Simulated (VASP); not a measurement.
Runs of VASP 6.6.1 on KF (Carobbiite). The structure is that of space group Fm-3m (No. 225), or close to it. The cells are those of the table. 

```csv
cell,gap on the mesh (eV),pressure (GPa)
"a = 3.723, b = 3.723, c = 3.753 Å, angles 60.3, 60.3, 90.0°, 2 atoms",6.98,0.5
"a = 3.741, b = 3.741, c = 3.755 Å, angles 60.1, 60.1, 90.0°, 2 atoms",(b),(a)
"a = 3.685, b = 3.685, c = 3.738 Å, angles 60.5, 60.5, 90.0°, 2 atoms",7.07,1.3
"a = 3.685, b = 3.685, c = 3.746 Å, angles 60.5, 60.5, 90.0°, 2 atoms",7.04,1.2
"a = 3.723, b = 3.723, c = 3.750 Å, angles 60.2, 60.2, 90.0°, 2 atoms",6.98,0.6
"a = 3.798, b = 3.798, c = 3.768 Å, angles 59.7, 59.7, 90.0°, 2 atoms",6.82,-0.5
"a = 3.741, b = 3.741, c = 3.756 Å, angles 60.1, 60.1, 90.0°, 2 atoms",6.94,0.2
"a = 3.760 Å, angles 60.0, 60.0, 90.0°, 2 atoms",(c),0.0
```

Alike in all rows: task single point; level r2SCAN; potentials or basis VASP PAW PBE potentials, release 64 (K_sv, F); no spin polarisation; k mesh 8 × 8 × 8; cutoff (eV) 520; smearing gaussian 0.01 eV.

Q: Fill in the values left out.

A: (a) 0.3; (b) 6.95; (c) 6.91.

Caveats: the PAW data sets were made with another functional, which shifts forces and pressure a little.

A k mesh can miss the band edges.
